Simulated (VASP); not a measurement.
# CdS (F-43m) in VASP: further runs, part 2 of 2

VASP 6.6.1. The steps go on from the part before.

## 4. Single point, PBE (25.14 Å³/atom)

This run uses another cell than the first one, of 25.14 Å³/atom.

The input, INCAR:

```
SYSTEM = CdS
  PREC = Accurate
  ENCUT = 520
  EDIFF = 1E-6
  ISMEAR = -1
  SIGMA = 0.03
  LREAL = .False.
  LASPH = .True.
  NELM = 60
  ALGO = Normal
  ISIF = 2
  LWAVE = .False.
  LCHARG = .False.
  GGA = PE
  NBANDS = 16
```

The input, KPOINTS:

```
Automatic mesh
0
Gamma
  9 9 9
  0 0 0
```

The input, POSCAR:

```
CdS
1.0
    0.0000000000      2.9292720848      2.9292720848
    2.9292720848      0.0000000000      2.9292720848
    2.9292720848      2.9292720848      0.0000000000
Cd S
1 1
Direct
    0.0000000000      0.0000000000      0.0000000000
    0.7500000000      0.7500000000      0.7500000000
```

Potentials or basis: VASP PAW PBE potentials, release 64 (Cd, S).

Run with:

```
> cat potpaw_PBE.64/Cd/POTCAR potpaw_PBE.64/S/POTCAR > POTCAR
> mpirun -np 1 vasp_std > vasp.out
```

OUTCAR:

```text
SYSTEM = CdS
   PREC = Accurate
   ENCUT = 520
   EDIFF = 1E-6
   ISMEAR = -1
   LREAL = .False.
   LASPH = .True.
   NELM = 60
   ISIF = 2
   GGA = PE

 ion  position               nearest neighbor table
   1  0.000  0.000  0.000-   2 2.54   2 2.54   2 2.54   2 2.54
   2  0.750  0.750  0.750-   1 2.54   1 2.54   1 2.54   1 2.54

  LATTYP: Found a face centered cubic cell.
 ALAT       =     5.8585441696

  Lattice vectors:

 A1 = (   0.0000000000,   2.9292720848,   2.9292720848)
 A2 = (   2.9292720848,   0.0000000000,   2.9292720848)
 A3 = (   2.9292720848,   2.9292720848,   0.0000000000)

Analysis of symmetry for initial positions (statically):
=====================================================================
 Subroutine PRICEL returns:
 Original cell was already a primitive cell.

 Routine SETGRP: Setting up the symmetry group for a
 face centered cubic supercell.

 Subroutine GETGRP returns: Found 24 space group operations
 (whereof 24 operations were pure point group operations)
 out of a pool of 48 trial point group operations.

The static configuration has the point symmetry T_d .

Analysis of symmetry for dynamics (positions and initial velocities):
=====================================================================
 Subroutine PRICEL returns:
 Original cell was already a primitive cell.

 Routine SETGRP: Setting up the symmetry group for a
 face centered cubic supercell.

 Subroutine GETGRP returns: Found 24 space group operations
 (whereof 24 operations were pure point group operations)
 out of a pool of 48 trial point group operations.

The dynamic configuration has the point symmetry T_d .

 Subroutine INISYM returns: Found 24 space group operations
 (whereof 24 operations are pure point group operations),
 and found     1 'primitive' translations

[... 105 lines left out ...]
   NELECT =      18.0000    total number of electrons
   NUPDOWN=      -1.0000    fix difference up-down
   EMIN   =  10.00;   EMAX   =-10.00  energy-range for DOS
   EFERMI =   0.00;   METHOD = LEGACY
   ISMEAR =    -1;   SIGMA  =   0.03  broadening in eV -4-tet -1-fermi 0-gaus
   EFERMI_NEDOS =   21; number of points for ismear=-14 and -15
   IALGO  =     38    algorithm
   IMIX   =      4    mixing-type and parameters
     AMIX     =   0.40;   BMIX     =  1.00
     AMIX_MAG =   1.60;   BMIX_MAG =  1.00
  volume/ion in A,a.u.               =      25.14       169.62
  Fermi-wavevector in a.u.,A,eV,Ry     =   1.162508  2.196822 18.387252  1.351425
  Thomas-Fermi vector in A             =   2.299068
   LORBIT       =      0    0 simple, 1 ext, 2 COOP (PROOUT), +10 PAW based schemes
   GGA     = PE    functional components
   LHFCALC =     F    Hartree Fock is set to
   AEXX    =    0.0000 exact exchange contribution
   IVDW    =     0    specifies the selected vdW correction
   LEPSILON=     F    determine dielectric tensor
   LRPA    =     F    only Hartree local field effects (RPA)
 non-spin polarized calculation
  energy-cutoff  :      520.00
  volume of cell :       50.27
 maximum number of plane-waves:      1369
   NGX = 15   NGY = 15   NGZ = 15

 number of electron      18.0000005 magnetization

 Free energy of the ion-electron system (eV)
  ---------------------------------------------------
  ext. energy  EPLUGINS =         0.00000000
  ---------------------------------------------------
  free energy    TOTEN  =        -6.13289666 eV

  energy without entropy =       -6.13289666  energy(sigma->0) =       -6.13289666

 E-fermi :   1.7851     XC(G=0):  -9.0885

 val. band max:        1.2024473291   @ k =   0.0000   0.0000   0.0000
 cond. band min:       2.3234455344   @ k =   0.0000   0.0000   0.0000
 fundamental gap:      1.1209982052
 Fermi energy:         1.7851460412

 k-point     1 :       0.0000    0.0000    0.0000
  band No.  band energies     occupation
      1     -11.0876      2.00000
      2      -6.4786      2.00000
      3      -6.4786      2.00000
      4      -6.4786      2.00000
      5      -6.0165      2.00000
      6      -6.0165      2.00000
[... 433 lines left out ...]
      3      -6.1542      2.00000
      4      -6.1542      2.00000
      5      -5.9352      2.00000
      6      -5.6374      2.00000
[... 8 lines left out ...]
     15      13.5269      0.00000
     16      15.0257      0.00000

 [... further k-points ...]
[... 5 lines left out ...]
  --------------------------------------------------------------------------------------
  -------------------------------------------------------------------------------------
  Total        0.7356724      0.7356724      0.7356724      0.0000000      0.0000000      0.0000000
  in kB       23.4469249     23.4469249     23.4469249      0.0000000      0.0000000      0.0000000
  external PRESSURE =      23.4469249 kB  Pullay stress =       0.0000000 kB

 VOLUME and BASIS-vectors are now :
 -----------------------------------------------------------------------------
  energy-cutoff  :      520.00
  volume of cell :       50.27
      direct lattice vectors                 reciprocal lattice vectors
     0.000000000  2.929272085  2.929272085    -0.170690870  0.170690870  0.170690870
     2.929272085  0.000000000  2.929272085     0.170690870 -0.170690870  0.170690870
     2.929272085  2.929272085  0.000000000     0.170690870  0.170690870 -0.170690870

 POSITION                                       TOTAL-FORCE (eV/Angst)
 -----------------------------------------------------------------------------------
      0.00000      0.00000      0.00000         0.000000     -0.000000      0.000000
      4.39391      4.39391      4.39391        -0.000000      0.000000     -0.000000
 -----------------------------------------------------------------------------------
    total drift:                                0.000000      0.000000      0.000000

  FREE ENERGIE OF THE ION-ELECTRON SYSTEM (eV)
  ---------------------------------------------------
  free  energy   TOTEN  =        -6.1328966591 eV

  energy  without entropy=       -6.1328966591  energy(sigma->0) =       -6.13289666
```

stdout:

```text
POSCAR found type information on POSCAR CdS
 POSCAR found :  2 types and       2 ions
 scaLAPACK will be used
 LDA part: xc-table for (Slater+PW92), standard interpolation
 POSCAR, INCAR and KPOINTS ok, starting setup
 FFT: planning ... GRIDC
 FFT: planning ... GRID_SOFT
 FFT: planning ... GRID
 WAVECAR not read
 entering main loop
```

Run time: 26 s. Hardware: 1 thread of Intel Xeon 8259CL, shared host; peak memory 0.18 GiB.

What came out:

```yaml
Free_energy: -6.1329 eV
Pressure: 2.3 GPa
Band_gap_on_the_k_mesh: 1.12 eV
```

## 5. Overview

| cell | gap on the mesh (eV) | pressure (GPa) |
| --- | --- | --- |
| a = 4.032 Å, angles 60.0°, 2 atoms | 1.30 | 8.5 |
| a = 4.088 Å, angles 60.0°, 2 atoms | 1.21 | 5.1 |
| a = 4.143 Å, angles 60.0°, 2 atoms | 1.12 | 2.3 |

Alike in all rows: task single point; level PBE; potentials or basis VASP PAW PBE potentials, release 64 (Cd, S); no spin polarisation; k mesh 9 × 9 × 9; cutoff (eV) 520; smearing fermi-dirac 0.03 eV.

Caveats: the cell stands under pressure (at least some runs).

Total energies depend on the potentials used, so only differences within one code and one set of settings carry meaning.
